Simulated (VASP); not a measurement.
# CaS (Fm-3m) in VASP: further runs

CaS is run at these levels: PBE; tasks: single point.

All numbers are computed with VASP 6.6.1; they aren't measurements. Logs are shortened: lines on timing, memory, paths and dates and some standing lists are left out, and cuts for length are marked.

**1. The cell of the first run**

Symmetry: Fm-3m, No. 225, cubic system. The conventional cell has a = 5.696 Å, b = 5.696 Å, c = 5.696 Å, α = 90.00°, β = 90.00°, γ = 90.00°. Within 3.8 Å of Ca (site symmetry m-3m) lie 6 S at 2.85 Å. Within 3.8 Å of S (site symmetry m-3m) lie 6 Ca at 2.85 Å.

**2. Single point, PBE**

INCAR

```
ALGO = Normal
EDIFF = 1E-6
ENCUT = 500
GGA = PE
GGA_COMPAT = F
ISIF = 2
ISMEAR = 0
LASPH = T
LCHARG = F
LREAL = F
LWAVE = F
NBANDS = 15
NELM = 120
PREC = Accurate
SIGMA = 0.01
```

KPOINTS

```
k-points
0
Gamma
  4 4 4
```

POSCAR

```
CaS
1.0
    0.0000000000      2.8479357442      2.8479357442
    2.8479357442      0.0000000000      2.8479357442
    2.8479357442      2.8479357442      0.0000000000
Ca S
1 1
Direct
    0.0000000000      0.0000000000      0.0000000000
    0.5000000000      0.5000000000      0.5000000000
```

Potentials or basis: VASP PAW PBE potentials, release 64 (Ca_sv, S).

Launch:

```
$ cat potpaw_PBE.64/Ca_sv/POTCAR potpaw_PBE.64/S/POTCAR > POTCAR
$ mpirun -np 1 vasp_std > vasp.out
```

OUTCAR:

```text
EDIFF = 1E-6
   ENCUT = 500
   GGA = PE
   ISIF = 2
   ISMEAR = 0
   LASPH = T
   LREAL = F
   NELM = 120
   PREC = Accurate

 ion  position               nearest neighbor table
   1  0.000  0.000  0.000-   2 2.85   2 2.85   2 2.85   2 2.85   2 2.85   2 2.85
   2  0.500  0.500  0.500-   1 2.85   1 2.85   1 2.85   1 2.85   1 2.85   1 2.85

  LATTYP: Found a face centered cubic cell.
 ALAT       =     5.6958714884

  Lattice vectors:

 A1 = (   0.0000000000,   2.8479357442,   2.8479357442)
 A2 = (   2.8479357442,   0.0000000000,   2.8479357442)
 A3 = (   2.8479357442,   2.8479357442,   0.0000000000)

Analysis of symmetry for initial positions (statically):
=====================================================================
 Subroutine PRICEL returns:
 Original cell was already a primitive cell.

 Routine SETGRP: Setting up the symmetry group for a
 face centered cubic supercell.

 Subroutine GETGRP returns: Found 48 space group operations
 (whereof 48 operations were pure point group operations)
 out of a pool of 48 trial point group operations.

The static configuration has the point symmetry O_h .

Analysis of symmetry for dynamics (positions and initial velocities):
=====================================================================
 Subroutine PRICEL returns:
 Original cell was already a primitive cell.

 Routine SETGRP: Setting up the symmetry group for a
 face centered cubic supercell.

 Subroutine GETGRP returns: Found 48 space group operations
 (whereof 48 operations were pure point group operations)
 out of a pool of 48 trial point group operations.

The dynamic configuration has the point symmetry O_h .

 Subroutine INISYM returns: Found 48 space group operations
 (whereof 48 operations are pure point group operations),
 and found     1 'primitive' translations

----------------------------------------------------------------------------------------

                                     Primitive cell

  volume of cell :      46.1977

  direct lattice vectors                    reciprocal lattice vectors
     0.000000000  2.847935744  2.847935744    -0.175565759  0.175565759  0.175565759
     2.847935744  0.000000000  2.847935744     0.175565759 -0.175565759  0.175565759
     2.847935744  2.847935744  0.000000000     0.175565759  0.175565759 -0.175565759

  length of vectors
     4.027589354  4.027589354  4.027589354     0.304088814  0.304088814  0.304088814

  position of ions in fractional coordinates (direct lattice)
     0.000000000  0.000000000  0.000000000
[... 71 lines left out ...]
   PSTRESS=    0.0 pullay stress
   NELECT =      16.0000    total number of electrons
   NUPDOWN=      -1.0000    fix difference up-down
   EMIN   =  10.00;   EMAX   =-10.00  energy-range for DOS
   EFERMI =   0.00;   METHOD = LEGACY
   ISMEAR =     0;   SIGMA  =   0.01  broadening in eV -4-tet -1-fermi 0-gaus
   EFERMI_NEDOS =   21; number of points for ismear=-14 and -15
   IALGO  =     38    algorithm
   IMIX   =      4    mixing-type and parameters
     AMIX     =   0.40;   BMIX     =  1.00
     AMIX_MAG =   1.60;   BMIX_MAG =  1.00
  volume/ion in A,a.u.               =      23.10       155.88
  Fermi-wavevector in a.u.,A,eV,Ry     =   1.149674  2.172568 17.983499  1.321750
  Thomas-Fermi vector in A             =   2.286342
   LORBIT       =      0    0 simple, 1 ext, 2 COOP (PROOUT), +10 PAW based schemes
   GGA     = PE    functional components
   LHFCALC =     F    Hartree Fock is set to
   AEXX    =    0.0000 exact exchange contribution
   IVDW    =     0    specifies the selected vdW correction
   LEPSILON=     F    determine dielectric tensor
   LRPA    =     F    only Hartree local field effects (RPA)
 non-spin polarized calculation
 Gauss-broadening in eV      SIGMA  =   0.01
  energy-cutoff  :      500.00
  volume of cell :       46.20
 maximum number of plane-waves:      1211
 NGX is ok and might be reduce to    30
   NGX = 15   NGY = 15   NGZ = 15

 number of electron      16.0000004 magnetization

 Free energy of the ion-electron system (eV)
  ---------------------------------------------------
  ext. energy  EPLUGINS =         0.00000000
  ---------------------------------------------------
  free energy    TOTEN  =       -10.35267137 eV

  energy without entropy =      -10.35267137  energy(sigma->0) =      -10.35267137

 E-fermi :   2.7869     XC(G=0):  -9.3103

 val. band max:        2.7346706096   @ k =   0.0000   0.0000   0.0000
 cond. band min:       5.0845997558   @ k =   0.5000   0.5000   0.0000
 fundamental gap:      2.3499291462
 Fermi energy:         2.7868938940

 k-point     1 :       0.0000    0.0000    0.0000
  band No.  band energies     occupation
      1     -36.4781      2.00000
      2     -17.4578      2.00000
      3     -17.4578      2.00000
      4     -17.4578      2.00000
      5      -8.5889      2.00000
      6       2.7347      2.00000
      7       2.7347      2.00000
      8       2.7347      2.00000
      9       6.8753      0.00000
     10       6.8896      0.00000
     11       6.8896      0.00000
     12       6.8896      0.00000
     13       7.4823      0.00000
     14       7.4823      0.00000
[... 113 lines left out ...]
      2     -17.5431      2.00000
      3     -17.5431      2.00000
      4     -17.5163      2.00000
      5      -7.8485      2.00000
      6       0.9532      2.00000
      7       0.9532      2.00000
      8       1.1842      2.00000
      9       7.5526      0.00000
     10       7.5526      0.00000
     11       8.7225      0.00000
     12       9.1502      0.00000
     13       9.5174      0.00000
     14      12.0343      0.00000
     15      12.8204      0.00000

------------------------ aborting loop because EDIFF is reached ----------------------------------------

  FORCE on cell =-STRESS in cart. coord.  units (eV):
  Direction    XX          YY          ZZ          XY          YZ          ZX
  --------------------------------------------------------------------------------------
  -------------------------------------------------------------------------------------
  Total        0.2132608      0.2132608      0.2132608     -0.0000000      0.0000000      0.0000000
  in kB        7.3960710      7.3960710      7.3960710     -0.0000000      0.0000000      0.0000000
  external PRESSURE =       7.3960710 kB  Pullay stress =       0.0000000 kB

 VOLUME and BASIS-vectors are now :
 -----------------------------------------------------------------------------
  energy-cutoff  :      500.00
  volume of cell :       46.20
      direct lattice vectors                 reciprocal lattice vectors
     0.000000000  2.847935744  2.847935744    -0.175565759  0.175565759  0.175565759
     2.847935744  0.000000000  2.847935744     0.175565759 -0.175565759  0.175565759
     2.847935744  2.847935744  0.000000000     0.175565759  0.175565759 -0.175565759

 POSITION                                       TOTAL-FORCE (eV/Angst)
 -----------------------------------------------------------------------------------
      0.00000      0.00000      0.00000        -0.000000      0.000000     -0.000000
      2.84794      2.84794      2.84794         0.000000     -0.000000      0.000000
 -----------------------------------------------------------------------------------
    total drift:                               -0.000000      0.000000      0.000000

  FREE ENERGIE OF THE ION-ELECTRON SYSTEM (eV)
  ---------------------------------------------------
  free  energy   TOTEN  =       -10.3526713721 eV

  energy  without entropy=      -10.3526713721  energy(sigma->0) =      -10.35267137
```

Run time: 5.7 s. Hardware: 1 thread of AMD EPYC 7R13 (Zen 3), shared host; peak memory 0.13 GiB.

Results:

- Free energy: -10.3527 eV
- Pressure: 0.7 GPa
- Band gap on the k mesh: 2.35 eV (least direct gap 3.16 eV)

Levels at points of the mesh, in eV from the valence-band top:
```
           k point  band 4  band 5  band 6  band 7  band 8  band 9  band 10  band 11  band 12  band 13
(0.00, 0.00, 0.00)  -20.19  -11.32    0.00    0.00    0.00    4.14     4.15     4.15     4.15     4.75
(0.50, 0.00, 0.00)  -20.21  -10.51   -3.09   -1.16   -1.16    5.21     6.05     6.18     6.18     8.14
(0.50, 0.50, 0.00)  -20.24  -10.70   -2.28   -0.81   -0.81    2.35     5.59     6.01     6.76     6.77
```

Caveat: the k points lie up to 0.48 Å⁻¹ apart.

**3. Single point, PBE**

INCAR

```
SYSTEM = CaS
ALGO = Normal
EDIFF = 1E-6
ENCUT = 500
GGA = PE
GGA_COMPAT = .FALSE.
ISIF = 2
ISMEAR = 0
LASPH = .TRUE.
LCHARG = .FALSE.
LREAL = .FALSE.
LWAVE = .FALSE.
NBANDS = 15
NELM = 120
PREC = Accurate
SIGMA = 0.01
```

KPOINTS

```
k-points
0
G
  4 4 4
  0 0 0
```

POSCAR is that of step 2.

Potentials or basis: VASP PAW PBE potentials, release 64 (Ca_sv, S).

Launch:

```
$ cat potpaw_PBE.64/Ca_sv/POTCAR potpaw_PBE.64/S/POTCAR > POTCAR
$ mpirun -np 1 vasp_std > vasp.out
```

Wall time 5.7 s (1 thread of AMD EPYC 7R13 (Zen 3), shared host); peak memory 0.13 GiB.

The run converged. Its results:

| Property | Result |
| --- | --- |
| Free energy | -10.3527 eV |
| Pressure | 0.7 GPa |
| Band gap on the k mesh | 2.35 eV (least direct gap 3.16 eV) |

Levels at points of the mesh, in eV from the valence-band top:
| k point | band 5 | band 6 | band 7 | band 8 | band 9 | band 10 | band 11 | band 12 |
| --- | --- | --- | --- | --- | --- | --- | --- | --- |
| (0.00, 0.00, 0.00) | -11.32 | 0.00 | 0.00 | 0.00 | 4.14 | 4.15 | 4.15 | 4.15 |
| (0.50, 0.00, 0.00) | -10.51 | -3.09 | -1.16 | -1.16 | 5.21 | 6.05 | 6.18 | 6.18 |
| (0.50, 0.50, 0.00) | -10.70 | -2.28 | -0.81 | -0.81 | 2.35 | 5.59 | 6.01 | 6.76 |

Caveat: the k points lie up to 0.48 Å⁻¹ apart.
